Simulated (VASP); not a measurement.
BaTiO3, 15 atoms in the cell. Symmetry: Pm, No. 6, monoclinic system. Conventional cell: a = 4.053 Å, b = 3.963 Å, c = 12.227 Å, α = 90.00°, β = 96.03°, γ = 90.00°. Within 3.1 Å of Ba (site symmetry m) lie 11 O at 2.14 to 3.01 Å and 2 Ti at 2.97 Å. Within 3.7 Å of Ba (site symmetry m) lie 12 O at 2.77 to 2.98 Å and 8 Ti at 3.42 to 3.57 Å. Ba (site symmetry m) has 12 O at 2.77 to 2.98 Å and 8 Ti at 3.42 to 3.57 Å within 3.7 Å. Ti (site symmetry m) has 6 O at 1.85 to 2.58 Å within 2.6 Å. Within 2.5 Å of Ti (site symmetry m) lie 6 O at 1.85 to 2.21 Å. Ti (site symmetry m) has 6 O at 1.85 to 2.21 Å within 2.5 Å. Within 2.6 Å of O (site symmetry m) lie 2 Ti at 1.99 Å and 1 Ba at 2.14 Å. Within 2.6 Å of O (site symmetry m) lie 2 Ti at 1.99 Å. 

* Program: VASP 6.6.1
* Task: single point
* Functional: r2SCAN
* Potentials or basis: VASP PAW PBE potentials, release 64 (Ba_sv, Ti_sv, O)
* Cutoff: 520 eV
* k mesh: 6 × 6 × 2
* Occupations: gaussian, width 0.05 eV
* Spin: no spin polarisation
* Dipole correction: no
* Further INCAR settings: LREAL = Auto; ALGO = Normal; EDIFF = 1e-07; NBANDS = 73

Potentials or basis: VASP PAW PBE potentials, release 64 (Ba_sv, Ti_sv, O).

Run with:

```console
$ cat potpaw_PBE.64/Ba_sv/POTCAR potpaw_PBE.64/Ti_sv/POTCAR potpaw_PBE.64/O/POTCAR > POTCAR
$ cp INCAR.step1 INCAR
$ mpirun -np 1 vasp_std > vasp.out
$ cp INCAR.step2 INCAR
$ mpirun -np 1 vasp_std > vasp.out
```

Hardware: 1 thread of Intel(R) Xeon(R) 6975P-C (Granite Rapids), on a shared host.

How long does it take, and how much memory?

Wall time 22 min on 1 thread of Intel(R) Xeon(R) 6975P-C (Granite Rapids) (shared host), peak memory 0.48 GiB. Counts: k points 32.
